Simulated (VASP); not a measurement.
HfO2, 3 atoms in the cell. It takes space group Fm-3m (No. 225, cubic). Conventional cell: a = 5.098 Å, b = 5.098 Å, c = 5.098 Å, α = 90.00°, β = 90.00°, γ = 90.00°. Hf (site symmetry m-3m) has 8 O at 2.21 Å within 2.9 Å. O (site symmetry -43m) has 4 Hf at 2.21 Å and 6 O at 2.55 Å within 2.9 Å. 

```yaml
Program: VASP 6.6.1
Task: relaxation of cell and atoms
Functional: PBEsol
Potentials_or_basis: VASP PAW PBE potentials, release 64 (Hf_pv, O)
Cutoff: 600 eV
k_mesh: 8 × 8 × 8
Occupations: fermi-dirac, width 0.02 eV
Spin: no spin polarisation
Dipole_correction: no
Further_INCAR_settings: ALGO = Normal; EDIFF = 1e-06; IBRION = 2; EDIFFG = -0.005; NSW = 80; ISIF = 3
```

Potentials or basis: VASP PAW PBE potentials, release 64 (Hf_pv, O).

Run with:

```bash
$ cat potpaw_PBE.64/Hf_pv/POTCAR potpaw_PBE.64/O/POTCAR > POTCAR
$ mpirun -np 1 vasp_std > vasp.out
```

Hardware: 1 thread of AMD EPYC 9R45 96-Core Processor (Zen 5), on a shared host.

Q: How long does it take, and how much memory?

A: Wall time 34 s on 1 thread of AMD EPYC 9R45 96-Core Processor (Zen 5), with other jobs on the host, peak memory 0.15 GiB. Counts: scf iterations 36, k points 29, ion steps 4.
